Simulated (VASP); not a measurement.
Os, 1 atom in the cell. The structure is hexagonal, space group P6/mmm (No. 191). Conventional cell: a = 2.238 Å, b = 2.238 Å, c = 2.111 Å, α = 90.00°, β = 90.00°, γ = 120.00°. Within 2.8 Å of Os (site symmetry 6/mmm) lie 8 Os at 2.11 to 2.24 Å.  This cell differs from its parent crystal: volume scaled by 0.58.

- Program: VASP 6.6.1
- Task: single point
- Functional: PBE
- Potentials or basis: VASP PAW PBE potentials, release 64 (Os)
- Cutoff: 520 eV
- k mesh: 16 × 16 × 15
- Occupations: fermi-dirac, width 0.05 eV
- Spin: no spin polarisation
- Dipole correction: no
- Further INCAR settings: ALGO = Normal; EDIFF = 1e-06; NBANDS = 10

Potentials or basis: VASP PAW PBE potentials, release 64 (Os).

Run with:

```sh
$ cat potpaw_PBE.64/Os/POTCAR > POTCAR
$ mpirun -np 1 vasp_std > vasp.out
```

Hardware: 1 thread of Intel(R) Xeon(R) Platinum 8488C (Sapphire Rapids) (shared host).

Q: How long does it take, and how much memory?

A: Run time: 9.7 s on 1 thread of Intel(R) Xeon(R) Platinum 8488C (Sapphire Rapids), on a shared host, peak memory 0.14 GiB. Counts: scf iterations 11, k points 240.
